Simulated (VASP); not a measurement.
Sm3BRh:

```
CELL_PARAMETERS angstrom
4.20236 0.00000 0.00000
-2.10118 3.63935 0.00000
0.00000 0.00000 7.64516
ATOMIC_POSITIONS crystal
Sm 0.00000 0.00000 0.00000
Sm 0.66667 0.33333 0.31930
Sm 0.66667 0.33333 0.68070
B 0.66667 0.33333 0.00000
Rh 0.33333 0.66667 0.50000
```

The cell was generated, and may not be a known phase.

```yaml
Program: VASP 6.6.1
Task: relaxation of cell and atoms
Functional: PBE
Potentials_or_basis: VASP PAW PBE potentials, release 64 (Sm_3, B, Rh_pv), 4f in core
Cutoff: 500 eV
k_mesh: 6 × 6 × 2
Occupations: gaussian, width 0.1 eV
Spin: no spin polarisation
```

At the start: pressure 12.4 GPa; volume 23.38 Å³/atom.

Question: How do energy, volume and symmetry change on relaxing?

Answer: Over 10 steps the energy falls by 211.9 meV/atom and the volume is 27.15 Å³/atom (+16.1 %); space group P-6m2 (No. 187, to 0.1 Å) before and after.

Step by step:
```
step  energy change (eV)  largest force (eV/Å)  pressure (GPa)  volume (Å³)
   1              0.0000                0.9306           12.38       116.92
   2             -0.7574                0.0129           -4.53       150.01
   3             -0.9008                0.2021           -0.89       139.02
   4             -0.9007                0.1925           -1.07       139.49
   5             -1.0063                0.0943           -0.67       137.75
   6             -1.0579                0.1212            0.15       135.16
   7             -1.0585                0.0976            0.05       135.45
   8             -1.0585                0.1051            0.08       135.36
   9             -1.0594                0.0521            0.00       135.61
  10             -1.0596                0.0186           -0.05       135.76
```

Final structure:
```cif
data_structure
_symmetry_space_group_name_H-M 'P 1'
_symmetry_Int_Tables_number 1
_cell_length_a 4.2074
_cell_length_b 4.2074
_cell_length_c 8.8557
_cell_angle_alpha 90.000
_cell_angle_beta 90.000
_cell_angle_gamma 120.000
_cell_volume 135.76
loop_
_atom_site_label
_atom_site_type_symbol
_atom_site_fract_x
_atom_site_fract_y
_atom_site_fract_z
_atom_site_occupancy
Sm1 Sm 0.00000 0.00000 0.00000 1
Sm2 Sm 0.66667 0.33333 0.31307 1
Sm3 Sm 0.66667 0.33333 0.68693 1
B1 B 0.66667 0.33333 0.00000 1
Rh1 Rh 0.33333 0.66667 0.50000 1
```

Caveat: the k points lie up to 0.35 Å⁻¹ apart in the final cell, too coarse for converged energies and pressures of a metal; the volume moved by over 15 % at a fixed basis, so the end points are rough.
